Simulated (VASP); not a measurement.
Input of a VASP 6.6.1 run:

INCAR

```
SYSTEM = TiAl
ALGO     = Normal         ! electronic algorithm
EDIFF    = 1E-6           ! SCF threshold, eV
ENCUT    = 520            ! plane-wave cutoff, eV
GGA      = PS             ! functional
ISIF     = 2              ! what is computed and relaxed
ISMEAR   = 0              ! smearing method
LASPH    = .TRUE.         ! aspherical terms in the spheres
LCHARG   = .TRUE.         ! write CHGCAR
LELF     = .TRUE.         ! ELF
LREAL    = .FALSE.        ! projectors in reciprocal space
LVHAR    = .TRUE.       
LWAVE    = .FALSE.        ! write WAVECAR
NBANDS   = 14             ! bands
NELM     = 60             ! most SCF steps
PREC     = Accurate       ! precision mode
SIGMA    = 0.15           ! smearing width, eV
```

The input KPOINTS:

```
k-points
0
G
  18 18 10
  0 0 0
```

POSCAR

```
TiAl
1.0
    2.7621000000      0.0000000000      0.0000000000
   -1.3810500000      2.3920487678      0.0000000000
    0.0000000000      0.0000000000      4.3728000000
Ti Al
1 1
Direct
    0.0000000000      0.0000000000      0.0000000000
    0.3333333333      0.6666666667      0.5000000000
```

Potentials or basis: VASP PAW PBE potentials, release 64 (Ti_sv, Al).

Launch:

```console
$ cat potpaw_PBE.64/Ti_sv/POTCAR potpaw_PBE.64/Al/POTCAR > POTCAR
$ mpirun -np 1 vasp_std > vasp.out
```

Problem. Estimate the pressure.

Solution. 16.8 GPa.

Stress tensor (GPa, compression positive):
```
14.21  0.00  0.00
 0.00 14.21  0.00
 0.00  0.00 22.03
```

Caveat: the PAW data sets were made with another functional, which shifts forces and pressure a little.
